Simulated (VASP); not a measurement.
# ZnS (R3m) in VASP: further runs

Runs on ZnS. Level: PBEsol. Tasks: single point.

Program: VASP 6.6.1. These are calculated values, not measurements. Logs are shortened: lines on timing, memory, paths and dates and some standing lists are left out, and cuts for length are marked.

## (1) The cell of the first run

It takes space group R3m (No. 160, trigonal). The conventional cell has a = 3.772 Å, b = 3.772 Å, c = 27.804 Å, α = 90.00°, β = 90.00°, γ = 120.00°. Within 3.1 Å of Zn (site symmetry 3m) lie 4 S at 2.31 to 2.32 Å. Zn (site symmetry 3m) has 4 S at 2.31 Å within 3.1 Å. Zn (site symmetry 3m) has 4 S at 2.31 Å within 3.1 Å. S (site symmetry 3m) has 4 Zn at 2.31 to 2.32 Å within 3.1 Å. Within 3.1 Å of S (site symmetry 3m) lie 4 Zn at 2.31 Å. Within 3.1 Å of S (site symmetry 3m) lie 4 Zn at 2.31 Å.

## (2) Single point, PBEsol

Contents of INCAR:

```
SYSTEM = ZnS
PREC = Accurate ; ENCUT = 520
EDIFF = 1E-6 ; ISMEAR = 1
SIGMA = 0.01 ; LREAL = .False.
LASPH = .True. ; NELM = 100
ALGO = Normal ; ISIF = 2
LWAVE = .False. ; LCHARG = .False.
GGA = PS ; NBANDS = 36
```

Contents of KPOINTS:

```
Automatic mesh
0
Gamma
  6 6 6
  0 0 0
```

Contents of POSCAR:

```
ZnS
1.0
    1.8860023774      1.0888839807      9.2680693401
   -1.8860023774      1.0888839807      9.2680693401
    0.0000000000     -2.1777679613      9.2680693401
Zn S
3 3
Direct
    0.9999711400      0.9999711400      0.9999711400
    0.2222694100      0.2222694100      0.2222694100
    0.4446134400      0.4446134400      0.4446134400
    0.0832671700      0.0832671700      0.0832671700
    0.5278423000      0.5278423000      0.5278423000
    0.3053625400      0.3053625400      0.3053625400
```

Potentials or basis: VASP PAW PBE potentials, release 64 (Zn, S).

Command:

```
cat potpaw_PBE.64/Zn/POTCAR potpaw_PBE.64/S/POTCAR > POTCAR
mpirun -np 1 vasp_std > vasp.out
```

OUTCAR:

```text
SYSTEM = ZnS
   PREC = Accurate
   ENCUT = 520
   EDIFF = 1E-6
   ISMEAR = 1
   LREAL = .False.
   LASPH = .True.
   NELM = 100
   ISIF = 2
   GGA = PS

 ion  position               nearest neighbor table
   1  1.000  1.000  1.000-   6 2.31   6 2.31   6 2.31   4 2.32
   2  0.222  0.222  0.222-   6 2.31   5 2.31   5 2.31   5 2.31
   3  0.445  0.445  0.445-   4 2.31   4 2.31   4 2.31   5 2.31
   4  0.083  0.083  0.083-   3 2.31   3 2.31   3 2.31   1 2.32
   5  0.528  0.528  0.528-   2 2.31   2 2.31   2 2.31   3 2.31
   6  0.305  0.305  0.305-   2 2.31   1 2.31   1 2.31   1 2.31

  LATTYP: Found a trigonal (rhomboedric) cell.
 ALAT       =     9.5204927700
 COS(alpha) =     0.9215133826

  Lattice vectors:

 A1 = (   1.8860023774,   1.0888839807,   9.2680693401)
 A2 = (  -1.8860023774,   1.0888839807,   9.2680693401)
 A3 = (   0.0000000000,  -2.1777679613,   9.2680693401)

Analysis of symmetry for initial positions (statically):
=====================================================================
 Subroutine PRICEL returns:
 Original cell was already a primitive cell.

 Routine SETGRP: Setting up the symmetry group for a
 trigonal (rhombohedral) supercell.

 Subroutine GETGRP returns: Found  6 space group operations
 (whereof  6 operations were pure point group operations)
 out of a pool of 12 trial point group operations.

The static configuration has the point symmetry C_3v.

Analysis of symmetry for dynamics (positions and initial velocities):
=====================================================================
 Subroutine PRICEL returns:
 Original cell was already a primitive cell.

 Routine SETGRP: Setting up the symmetry group for a
 trigonal (rhombohedral) supercell.

 Subroutine GETGRP returns: Found  6 space group operations
 (whereof  6 operations were pure point group operations)
 out of a pool of 12 trial point group operations.

The dynamic configuration has the point symmetry C_3v.

 Subroutine INISYM returns: Found  6 space group operations
 (whereof  6 operations are pure point group operations),
 and found     1 'primitive' translations

----------------------------------------------------------------------------------------

                                     Primitive cell

  volume of cell :     114.1995

  direct lattice vectors                    reciprocal lattice vectors
     1.886002377  1.088883981  9.268069340     0.265111013  0.153061914  0.035965779
    -1.886002377  1.088883981  9.268069340    -0.265111013  0.153061914  0.035965779
     0.000000000 -2.177767961  9.268069340     0.000000000 -0.306123829  0.035965779

  length of vectors
     9.520492770  9.520492770  9.520492770     0.308229356  0.308229356  0.308229356

  position of ions in fractional coordinates (direct lattice)
     0.999971140  0.999971140  0.999971140
     0.222269410  0.222269410  0.222269410
     0.444613440  0.444613440  0.444613440
     0.083267170  0.083267170  0.083267170
     0.527842300  0.527842300  0.527842300
     0.305362540  0.305362540  0.305362540

  ion indices of the primitive-cell ions
   primitive index   ion index
                 1           1
                 2           2
                 3           3
                 4           4
                 5           5
                 6           6

----------------------------------------------------------------------------------------

 KPOINTS: Automatic mesh

Automatic generation of k-mesh.
 Grid dimensions read from file:
 generate k-points for:    6    6    6

 Generating k-lattice:

  Cartesian coordinates                     Fractional coordinates (reciprocal lattice)
     0.044185169  0.025510319  0.005994296     0.166666667  0.000000000  0.000000000
    -0.044185169  0.025510319  0.005994296     0.000000000  0.166666667  0.000000000
     0.000000000 -0.051020638  0.005994296     0.000000000  0.000000000  0.166666667

  Length of vectors
     0.051371559  0.051371559  0.051371559

  Shift w.r.t. Gamma in fractional coordinates (k-lattice)
     0.000000000  0.000000000  0.000000000

 Subroutine IBZKPT returns following result:
 ===========================================

 Found     32 irreducible k-points:

 Following reciprocal coordinates:
            Coordinates               Weight
  0.000000  0.000000  0.000000      1.000000
  0.166667 -0.000000 -0.000000      6.000000
  0.333333 -0.000000 -0.000000      6.000000
  0.500000  0.000000  0.000000      3.000000
  0.166667  0.166667 -0.000000      6.000000
  0.333333  0.166667  0.000000     12.000000
[... 16 lines left out ...]
  0.500000  0.500000  0.166667      6.000000
 -0.333333  0.500000  0.166667     12.000000
 [... further k-points ...]
   k-points           NKPTS =     32   k-points in BZ     NKDIM =     32   number of bands    NBANDS=     36
   number of dos      NEDOS =    301   number of ions     NIONS =      6
   total plane-waves  NPLWV = 373248
   dimension x,y,z NGX =    72 NGY =   72 NGZ =   72
   dimension x,y,z NGXF=   144 NGYF=  144 NGZF=  144
   ions per type =               3   3
   NGX,Y,Z   is equivalent  to a cutoff of  12.57, 12.57, 12.57 a.u.
   NGXF,Y,Z  is equivalent  to a cutoff of  25.15, 25.15, 25.15 a.u.
 SYSTEM =  ZnS
   PREC   = accura    normal or accurate (medium, high low for compatibility)
   ISTART =      0    job   : 0-new  1-cont  2-samecut
   ICHARG =      2    charge: 1-file 2-atom 10-const
   ISPIN  =      1    spin polarized calculation?
   LNONCOLLINEAR =      F non collinear calculations
   LSORBIT =      F    spin-orbit coupling
   LASPH  =      T    aspherical Exc in radial PAW
   ENCUT  =  520.0 eV  38.22 Ry    6.18 a.u.  17.70 17.70 17.70*2*pi/ulx,y,z
   NELM   =    100;   NELMIN=  2; NELMDL= -5     # of ELM steps
   EDIFF  = 0.1E-05   stopping-criterion for ELM
   LREAL  =      F    real-space projection
   EDIFFG = 0.1E-04   stopping-criterion for IOM
   NSW    =      0    number of steps for IOM
   IBRION =     -1    ionic relax: 0-MD 1-quasi-New 2-CG
   NFREE  =      0    steps in history (QN), initial steepest desc. (CG)
   ISIF   =      2    stress and relaxation
   ISYM   =      2    0-nonsym 1-usesym 2-fastsym
   POTIM  = 0.5000    time-step for ionic-motion
   TEBEG  =    0.0;   TEEND  =   0.0 temperature during run
   PSTRESS=    0.0 pullay stress
   NELECT =      54.0000    total number of electrons
   NUPDOWN=      -1.0000    fix difference up-down
   EMIN   =  10.00;   EMAX   =-10.00  energy-range for DOS
   EFERMI =   0.00;   METHOD = LEGACY
   ISMEAR =     1;   SIGMA  =   0.01  broadening in eV -4-tet -1-fermi 0-gaus
   EFERMI_NEDOS =   21; number of points for ismear=-14 and -15
   IALGO  =     38    algorithm
   IMIX   =      4    mixing-type and parameters
     AMIX     =   0.40;   BMIX     =  1.00
     AMIX_MAG =   1.60;   BMIX_MAG =  1.00
  volume/ion in A,a.u.               =      19.03       128.44
  Fermi-wavevector in a.u.,A,eV,Ry     =   1.275414  2.410184 22.132349  1.626682
  Thomas-Fermi vector in A             =   2.408128
   LORBIT       =      0    0 simple, 1 ext, 2 COOP (PROOUT), +10 PAW based schemes
   GGA     = PS    functional components
   LHFCALC =     F    Hartree Fock is set to
   AEXX    =    0.0000 exact exchange contribution
   IVDW    =     0    specifies the selected vdW correction
   LEPSILON=     F    determine dielectric tensor
   LRPA    =     F    only Hartree local field effects (RPA)
 non-spin polarized calculation
 Methfessel and Paxton  Order N= 1 SIGMA  =   0.01
  energy-cutoff  :      520.00
  volume of cell :      114.20
 maximum number of plane-waves:      3092
   NGX = 35   NGY = 35   NGZ = 35

 number of electron      53.9999975 magnetization

 Free energy of the ion-electron system (eV)
  ---------------------------------------------------
  ext. energy  EPLUGINS =         0.00000000
  ---------------------------------------------------
  free energy    TOTEN  =       -22.74689575 eV

  energy without entropy =      -22.74690112  energy(sigma->0) =      -22.74689754

 E-fermi :   2.3781     XC(G=0): -10.0134

 val. band max:        2.3696438242   @ k =   0.0000   0.0000   0.0000
 cond. band min:       4.5513047633   @ k =   0.0000   0.0000   0.0000
 fundamental gap:      2.1816609391
 Fermi energy:         2.3780626406

 k-point     1 :       0.0000    0.0000    0.0000
  band No.  band energies     occupation
      1     -11.0626      2.00000
      2     -10.3445      2.00000
      3     -10.3342      2.00000
      4      -4.1615      2.00000
      5      -4.1508      2.00000
      6      -4.1508      2.00000
[... 28 lines left out ...]
     35       9.1862      0.00000
     36       9.6292      0.00000

 k-point     2 :       0.1667   -0.0000   -0.0000
  band No.  band energies     occupation
      1     -10.8636      2.00000
      2     -10.2510      2.00000
      3     -10.1531      2.00000
      4      -4.1741      2.00000
      5      -4.1359      2.00000
      6      -4.1136      2.00000
[... 28 lines left out ...]
     35       9.2651      0.00000
     36      10.0084      0.00000

 k-point     3 :       0.3333   -0.0000   -0.0000
  band No.  band energies     occupation
      1     -10.3852      2.00000
      2      -9.9722      2.00000
      3      -9.8647      2.00000
      4      -4.2039      2.00000
      5      -4.1472      2.00000
      6      -4.0666      2.00000
[... 28 lines left out ...]
     35      10.1678      0.00000
     36      10.7649      0.00000
[... 742 lines left out ...]
 k-point    23 :       0.5000    0.5000    0.1667
  band No.  band energies     occupation
      1     -10.2862      2.00000
      2     -10.1836      2.00000
      3      -9.7523      2.00000
      4      -4.2121      2.00000
      5      -4.1456      2.00000
      6      -4.0718      2.00000
[... 28 lines left out ...]
     35      10.1869      0.00000
     36      10.3190      0.00000

 k-point    24 :      -0.3333    0.5000    0.1667
  band No.  band energies     occupation
      1      -9.9820      2.00000
      2      -9.9735      2.00000
      3      -9.6984      2.00000
      4      -4.1417      2.00000
      5      -4.0673      2.00000
      6      -4.0428      2.00000
[... 28 lines left out ...]
     35       9.9178      0.00000
     36      11.0785      0.00000

 [... further k-points ...]

------------------------ aborting loop because EDIFF is reached ----------------------------------------

  FORCE on cell =-STRESS in cart. coord.  units (eV):
  Direction    XX          YY          ZZ          XY          YZ          ZX
  --------------------------------------------------------------------------------------
  -------------------------------------------------------------------------------------
  Total        0.7097079      0.7097079      0.7306386      0.0000000      0.0000000      0.0000000
  in kB        9.9569396      9.9569396     10.2505897      0.0000000      0.0000000      0.0000000
  external PRESSURE =      10.0548230 kB  Pullay stress =       0.0000000 kB

 VOLUME and BASIS-vectors are now :
 -----------------------------------------------------------------------------
  energy-cutoff  :      520.00
  volume of cell :      114.20
      direct lattice vectors                 reciprocal lattice vectors
     1.886002377  1.088883981  9.268069340     0.265111013  0.153061914  0.035965779
    -1.886002377  1.088883981  9.268069340    -0.265111013  0.153061914  0.035965779
     0.000000000 -2.177767961  9.268069340     0.000000000 -0.306123829  0.035965779

 POSITION                                       TOTAL-FORCE (eV/Angst)
 -----------------------------------------------------------------------------------
      0.00000      0.00000     27.80341         0.000000      0.000000      0.001363
      0.00000      0.00000      6.18002         0.000000      0.000000      0.005007
      0.00000      0.00000     12.36212         0.000000     -0.000000     -0.006143
      0.00000      0.00000      2.31518         0.000000     -0.000000     -0.001727
      0.00000      0.00000     14.67624         0.000000     -0.000000     -0.003190
      0.00000      0.00000      8.49036         0.000000      0.000000      0.004689
 -----------------------------------------------------------------------------------
    total drift:                                0.000000      0.000000      0.000774

  FREE ENERGIE OF THE ION-ELECTRON SYSTEM (eV)
  ---------------------------------------------------
  free  energy   TOTEN  =       -22.7468957465 eV

  energy  without entropy=      -22.7469011150  energy(sigma->0) =      -22.74689754
```

Run time: 7.5 min. Hardware: 1 thread of Intel Xeon 6975P-C (Granite Rapids), shared host; peak memory 0.7 GiB.

What came out:

```yaml
Free_energy: -22.7469 eV
Pressure: 1.0 GPa
Largest_force: 0.006 eV/Å
Band_gap_on_the_k_mesh: 2.18 eV
```

Forces on the atoms (eV/Å):
```
Zn   0.000  0.000  0.001
Zn   0.000  0.000  0.005
Zn   0.000  0.000 -0.006
S    0.000  0.000 -0.002
S    0.000  0.000 -0.003
S    0.000  0.000  0.005
```

Caveat: the PAW data sets were made with another functional, which shifts forces and pressure a little. A k mesh can miss the band edges.

## (3) Single point, PBEsol

This run uses another cell than the first one, of 19.55 Å³/atom.

Contents of INCAR:

```
SYSTEM = ZnS
  PREC = Accurate
  ENCUT = 520
  EDIFF = 1E-6
  ISMEAR = 1
  SIGMA = 0.01
  LREAL = .FALSE.
  LASPH = .TRUE.
  NELM = 100
  ALGO = Normal
  ISIF = 2
  LWAVE = .FALSE.
  LCHARG = .TRUE.
  GGA = PS
  LELF = .TRUE.
  LVHAR = .TRUE.
  NBANDS = 36
```

Contents of KPOINTS:

```
regular mesh
0
G
  6 6 6
  0 0 0
```

Edit POSCAR of step 2 so:

```diff
@@ -2,5 +2,5 @@
 1.0
-    1.8860023774      1.0888839807      9.2680693401
-   -1.8860023774      1.0888839807      9.2680693401
-    0.0000000000     -2.1777679613      9.2680693401
+    1.9030712000      1.0987386700      9.3519478300
+   -1.9030712000      1.0987386700      9.3519478300
+    0.0000000000     -2.1974773400      9.3519478300
 Zn S
```

Potentials or basis: VASP PAW PBE potentials, release 64 (Zn, S).

Command:

```
cat potpaw_PBE.64/Zn/POTCAR potpaw_PBE.64/S/POTCAR > POTCAR
mpirun -np 1 vasp_std > vasp.out
```

OUTCAR:

```text
SYSTEM = ZnS
   PREC = Accurate
   ENCUT = 520
   EDIFF = 1E-6
   ISMEAR = 1
   LREAL = .FALSE.
   LASPH = .TRUE.
   NELM = 100
   ISIF = 2
   GGA = PS

 ion  position               nearest neighbor table
   1  1.000  1.000  1.000-   6 2.33   6 2.33   6 2.33   4 2.34
   2  0.222  0.222  0.222-   6 2.33   5 2.33   5 2.33   5 2.33
   3  0.445  0.445  0.445-   4 2.33   4 2.33   4 2.33   5 2.34
   4  0.083  0.083  0.083-   3 2.33   3 2.33   3 2.33   1 2.34
   5  0.528  0.528  0.528-   2 2.33   2 2.33   2 2.33   3 2.34
   6  0.305  0.305  0.305-   2 2.33   1 2.33   1 2.33   1 2.33

[... 1142 lines left out ...]
  -------------------------------------------------------------------------------------
  Total       -0.8076774     -0.8076774     -0.8079019      0.0000000      0.0000000      0.0000000
  in kB      -11.0292442    -11.0292442    -11.0323100      0.0000000      0.0000000      0.0000000
  external PRESSURE =     -11.0302661 kB  Pullay stress =       0.0000000 kB

 VOLUME and BASIS-vectors are now :
 -----------------------------------------------------------------------------
  energy-cutoff  :      520.00
  volume of cell :      117.33
      direct lattice vectors                 reciprocal lattice vectors
     1.903071200  1.098738670  9.351947830     0.262733207  0.151689088  0.035643199
    -1.903071200  1.098738670  9.351947830    -0.262733207  0.151689088  0.035643199
     0.000000000 -2.197477340  9.351947830     0.000000000 -0.303378176  0.035643199

 POSITION                                       TOTAL-FORCE (eV/Angst)
 -----------------------------------------------------------------------------------
      0.00000      0.00000     28.05503         0.000000     -0.000000     -0.001300
      0.00000      0.00000      6.23596         0.000000     -0.000000      0.000546
      0.00000      0.00000     12.47401         0.000000      0.000000     -0.010978
      0.00000      0.00000      2.33613         0.000000     -0.000000      0.003685
      0.00000      0.00000     14.80906         0.000000     -0.000000     -0.000064
      0.00000      0.00000      8.56720         0.000000     -0.000000      0.008110
 -----------------------------------------------------------------------------------
    total drift:                               -0.000000      0.000000      0.000328

  FREE ENERGIE OF THE ION-ELECTRON SYSTEM (eV)
  ---------------------------------------------------
  free  energy   TOTEN  =       -22.7460937358 eV

  energy  without entropy=      -22.7460991045  energy(sigma->0) =      -22.74609553
```

OSZICAR:

```text
N       E                     dE             d eps       ncg     rms          rms(c)
DAV:   1     0.408973543240E+03    0.40897E+03   -0.25311E+04  2304   0.181E+03
DAV:   2     0.261843750910E+02   -0.38279E+03   -0.36795E+03  2312   0.399E+02
DAV:   3    -0.221200748846E+02   -0.48304E+02   -0.47711E+02  2616   0.136E+02
DAV:   4    -0.239372289187E+02   -0.18172E+01   -0.18106E+01  2784   0.264E+01
DAV:   5    -0.239646255371E+02   -0.27397E-01   -0.27385E-01  2820   0.328E+00    0.118E+01
DAV:   6    -0.227400562921E+02    0.12246E+01   -0.28712E+00  3280   0.434E+01    0.905E+00
DAV:   7    -0.227754305515E+02   -0.35374E-01   -0.25400E+00  2572   0.767E+00    0.360E+00
DAV:   8    -0.227473606277E+02    0.28070E-01   -0.95279E-02  3024   0.301E+00    0.924E-01
DAV:   9    -0.227457703151E+02    0.15903E-02   -0.31966E-02  3068   0.214E+00    0.279E-01
DAV:  10    -0.227458970535E+02   -0.12674E-03   -0.16301E-03  3192   0.579E-01    0.177E-01
DAV:  11    -0.227460994165E+02   -0.20236E-03   -0.46718E-04  2688   0.463E-01    0.889E-02
DAV:  12    -0.227460907848E+02    0.86316E-05   -0.18000E-04  2788   0.373E-01    0.244E-02
DAV:  13    -0.227460904324E+02    0.35241E-06   -0.33893E-05  3080   0.604E-02    0.128E-02
DAV:  14    -0.227460932293E+02   -0.27969E-05   -0.64593E-06  2552   0.373E-02    0.656E-03
DAV:  15    -0.227460937358E+02   -0.50654E-06   -0.16857E-06  1936   0.336E-02
   1 F= -.22746094E+02 E0= -.22746096E+02  d E =0.536865E-05
```

stdout:

```text
POSCAR found type information on POSCAR ZnS
 POSCAR found :  2 types and       6 ions
 scaLAPACK will be used
 -----------------------------------------------------------------------------
|                                                                             |
|                                                                             |
|     You enforced a specific xc type in the INCAR file but a different       |
|     I HOPE YOU KNOW WHAT YOU ARE DOING!                                     |
|                                                                             |
 -----------------------------------------------------------------------------

 LDA part: xc-table for (Slater+PW92), standard interpolation
 POSCAR, INCAR and KPOINTS ok, starting setup
 FFT: planning ... GRIDC
 FFT: planning ... GRID_SOFT
 FFT: planning ... GRID
 WAVECAR not read
 entering main loop
```

Wall time 8.9 min (1 thread of Intel Xeon 6975P-C (Granite Rapids), shared host); peak memory 0.7 GiB.

What came out:

| Item | Value |
| --- | --- |
| Free energy | -22.7461 eV |
| Pressure | -1.1 GPa |
| Largest force | 0.011 eV/Å |
| Band gap on the k mesh | 2.06 eV |

Forces in eV/Å, atoms in the order of the input:
```
Zn   0.000  0.000 -0.001
Zn   0.000  0.000  0.001
Zn   0.000  0.000 -0.011
S    0.000  0.000  0.004
S    0.000  0.000  0.000
S    0.000  0.000  0.008
```

Caveat: the PAW data sets were made with another functional, which shifts forces and pressure a little. A k mesh can miss the band edges.

(Continued in part 2 of 2.)
